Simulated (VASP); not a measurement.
The system is PbO.

```
Pb O
1.0
     3.93607    0.00000    0.00000
     0.00000    3.93607    0.00000
     0.00000    0.00000    4.94229
Pb O
2 2
Direct
  0.50000 0.00000 0.76000
  0.00000 0.50000 0.24000
  0.50000 0.50000 0.00000
  0.00000 0.00000 0.00000
```

Base run:

```yaml
Program: VASP 6.6.1
Functional: SVWN5
Potentials_or_basis: VASP PAW PBE potentials, release 64 (Pb_d, O)
Cutoff: 600 eV
k_mesh: 7 × 7 × 6
Occupations: fermi-dirac, width 0.05 eV
Spin: no spin polarisation
```

Its results: band gap on the k mesh 1.33 eV (least direct gap 2.33 eV); pressure -0.1 GPa; largest force 0.023 eV/Å.

Question: The run is repeated on the same cell with these changes: functional from SVWN5 to BLYP. What comes out?

Answer: Band gap on the k mesh 1.46 eV (least direct gap 2.54 eV); pressure 11.3 GPa; largest force 0.909 eV/Å.

BLYP binds less tightly than SVWN5, so the same cell stands under more pressure.

Caveats: the PAW data sets were made with another functional, which shifts forces and pressure a little; spin-orbit coupling is left out, which moves the levels of the heavy elements; an odd mesh through Γ misses points on the zone boundary, where band edges can lie; the cell stands under pressure (at least some runs).
